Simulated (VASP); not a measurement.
Cr, 2 atoms in the cell. The structure is cubic, space group Im-3m (No. 229). Conventional cell: a = 2.848 Å, b = 2.848 Å, c = 2.848 Å, α = 90.00°, β = 90.00°, γ = 90.00°. Within 3.3 Å of Cr (site symmetry m-3m) lie 14 Cr at 2.47 to 2.85 Å. 

* Program: VASP 6.6.1
* Task: single point
* Functional: PBE
* Potentials or basis: VASP PAW PBE potentials, release 64 (Cr_pv)
* Cutoff: 520 eV
* k mesh: 14 × 14 × 8
* Occupations: fermi-dirac, width 0.05 eV
* Spin: collinear spin, ferromagnetic start
* Starting moments: [2.0, 2.0] μB
* Dipole correction: no
* Further INCAR settings: ALGO = Normal; EDIFF = 1e-06; NBANDS = 23

Potentials or basis: VASP PAW PBE potentials, release 64 (Cr_pv).

Command:

```console
$ cat potpaw_PBE.64/Cr_pv/POTCAR > POTCAR
$ mpirun -np 1 vasp_std > vasp.out
```

Hardware: 1 thread of Oxide Virtual Turin-like Processor, on a shared host.

Task: Estimate the wall time of this run.

Result: Run time: 4 min on 1 thread of Oxide Virtual Turin-like Processor, with other jobs on the host, peak memory 0.26 GiB. Counts: scf iterations 14, k points 285.
